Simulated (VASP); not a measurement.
The system is Ge.

```xyz
2
Lattice="1.4881 -2.5947 0.0000 1.4881 2.5947 0.0000 0.0000 0.0000 4.7276" Properties=species:S:1:pos:R:3 pbc="T T T"
Ge    1.4881   -0.8643    1.1819
Ge    1.4881    0.8643    3.5457
```

Base run:

* Program: VASP 6.6.1
* Functional: PBEsol
* Potentials or basis: VASP PAW PBE potentials, release 64 (Ge_d)
* Cutoff: 520 eV
* k mesh: 9 × 9 × 5, shifted
* Occupations: fermi-dirac, width 0.05 eV
* Spin: no spin polarisation

Its results: band gap on the k mesh zero (band 14 reaches 12.76 eV, above the bottom of band 15 at 4.70 eV); pressure 0.6 GPa; largest force 0.012 eV/Å.

The run is repeated on the same cell with these changes: functional from PBEsol to BLYP; further incar settings from ALGO = Normal; EDIFF = 1e-07; NBANDS = 21 to ALGO = Normal; EDIFF = 1e-06; NBANDS = 21. What comes out?

Band gap on the k mesh zero (band 14 reaches 13.26 eV, above the bottom of band 15 at 5.35 eV); pressure 11.5 GPa; largest force 0.016 eV/Å.

Caveats: the PAW data sets were made with another functional, which shifts forces and pressure a little.
